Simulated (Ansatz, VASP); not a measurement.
Ge5W in VASP and in Ansatz

```
Ge W
1.0
     0.00000    4.56604    4.56604
     4.56604    0.00000    4.56604
     4.56604    4.56604    0.00000
Ge W
5 1
Direct
  0.65051 0.65051 0.65051
  0.65051 0.65051 0.04846
  0.65051 0.04846 0.65051
  0.04846 0.65051 0.65051
  0.00000 0.00000 0.00000
  0.50000 0.50000 0.50000
```

Alike in both runs: functional PBE; k mesh 4 × 4 × 4; occupations gaussian, width 0.1 eV; no spin polarisation.

Ansatz relaxed the structure, and its values are those at the end. VASP's run is a single point on that final structure, the one shown.

```csv
,VASP,Ansatz
version,VASP 6.6.1,Ansatz 0.2.0
potentials or method,"VASP PAW PBE potentials, release 64 (Ge_d, W_sv), cutoff 520 eV","scalar-relativistic, plane waves, PAW"
valence electrons in the cell,84,84
```

```tsv
	VASP	Ansatz	Ansatz less VASP
gap on the k mesh at the Fermi level (eV)	none	none	-
pressure (GPa)	0.1	0.1	-0.02
rms of the force components (eV/Å)	0.011	0.009	-0.0017
```

A gap of «none» marks a metal or a gap that the smearing closes.

Spin-orbit coupling is off throughout.
